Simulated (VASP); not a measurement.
Crystal: InSb.

```
In Sb
1.0
     5.92042    0.00000    0.00000
     0.00000    5.93800    0.00000
     0.00000    0.00000    3.22250
In Sb
2 2
Cartesian
  0.0000 0.0000 0.0284
  2.9602 2.9690 3.1941
  0.0000 2.9690 0.8926
  2.9602 0.0000 2.3299
```

Base run:

- Program: VASP 6.6.1
- Functional: PBE
- Potentials or basis: VASP PAW PBE potentials, release 64 (In_d, Sb)
- Cutoff: 520 eV
- k mesh: 6 × 6 × 10, shifted
- Occupations: gaussian, width 0.1 eV
- Spin: no spin polarisation

Its results: pressure -0.1 GPa; largest force 0.068 eV/Å.

Task: After a change of settings the same cell gave: pressure -15.6 GPa; largest force 0.108 eV/Å. Which change was it?
A. k mesh from 6 × 6 × 10, shifted to 4 × 4 × 6, through Γ; further incar settings from ALGO = Normal; EDIFF = 1e-07; NBANDS = 26 to ALGO = Normal; EDIFF = 1e-06; NBANDS = 26
B. k mesh from 6 × 6 × 10, shifted to 4 × 4 × 8, through Γ; further incar settings from ALGO = Normal; EDIFF = 1e-07; NBANDS = 26 to ALGO = Normal; EDIFF = 1e-06; NBANDS = 26
C. k mesh from 6 × 6 × 10, shifted to 1 × 1 × 2, through Γ
D. k mesh from 6 × 6 × 10, shifted to 1 × 1 × 1, through Γ

Result: D.

Caveats: some runs use coarse meshes.
